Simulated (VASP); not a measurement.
Here is a VASP 6.6.1 calculation.

Contents of POSCAR:

```
Pb
1.0
   -1.9656435770      1.9656435770      1.9656435770
    1.9656435770     -1.9656435770      1.9656435770
    1.9656435770      1.9656435770     -1.9656435770
Pb
1
Direct
    0.0000000000      0.0000000000      0.0000000000
```

File INCAR.step1:

```
SYSTEM = Pb
PREC     = Accurate       ! precision mode
ENCUT    = 520            ! plane-wave cutoff, eV
ISMEAR   = 0              ! smearing method
SIGMA    = 0.1            ! smearing width, eV
LREAL    = .FALSE.        ! projectors in reciprocal space
LASPH    = .TRUE.         ! aspherical terms in the spheres
NELM     = 80             ! most SCF steps
NBANDS   = 13             ! bands
GGA      = PE             ! functional
ALGO     = Normal         ! electronic algorithm
EDIFF    = 1E-4           ! SCF threshold, eV
LWAVE    = .TRUE.         ! write WAVECAR
LCHARG   = .FALSE.        ! write CHGCAR
```

The input INCAR.step2:

```
SYSTEM = Pb
PREC     = Accurate       ! precision mode
ENCUT    = 520            ! plane-wave cutoff, eV
EDIFF    = 1E-7           ! SCF threshold, eV
ISMEAR   = 0              ! smearing method
SIGMA    = 0.1            ! smearing width, eV
LREAL    = .FALSE.        ! projectors in reciprocal space
LASPH    = .TRUE.         ! aspherical terms in the spheres
NELM     = 80             ! most SCF steps
ALGO     = Normal         ! electronic algorithm
ISIF     = 2              ! what is computed and relaxed
LWAVE    = .FALSE.        ! write WAVECAR
LCHARG   = .TRUE.         ! write CHGCAR
METAGGA  = R2SCAN         ! meta-GGA
LMIXTAU  = .TRUE.       
LELF     = .TRUE.         ! ELF
LVHAR    = .TRUE.       
NBANDS   = 13             ! bands
ISTART   = 1
```

The input KPOINTS:

```
regular mesh
0
G
  16 16 16
  0 0 0
```

Potentials or basis: VASP PAW PBE potentials, release 64 (Pb_d).

Run with:

```sh
$ cat potpaw_PBE.64/Pb_d/POTCAR > POTCAR
$ cp INCAR.step1 INCAR
$ mpirun -np 1 vasp_std > vasp.out
$ cp INCAR.step2 INCAR
$ mpirun -np 1 vasp_std > vasp.out
```

Q: Estimate the band gap on the k mesh.

A: Zero (bands 7 and 8 overlap by 9.96 eV).

Q: Estimate the pressure.

A: 0.9 GPa.

Caveat: the cell differs from its parent crystal (strained); the PAW data sets were made with another functional, which shifts forces and pressure a little; spin-orbit coupling is left out, which moves the levels of the heavy elements.
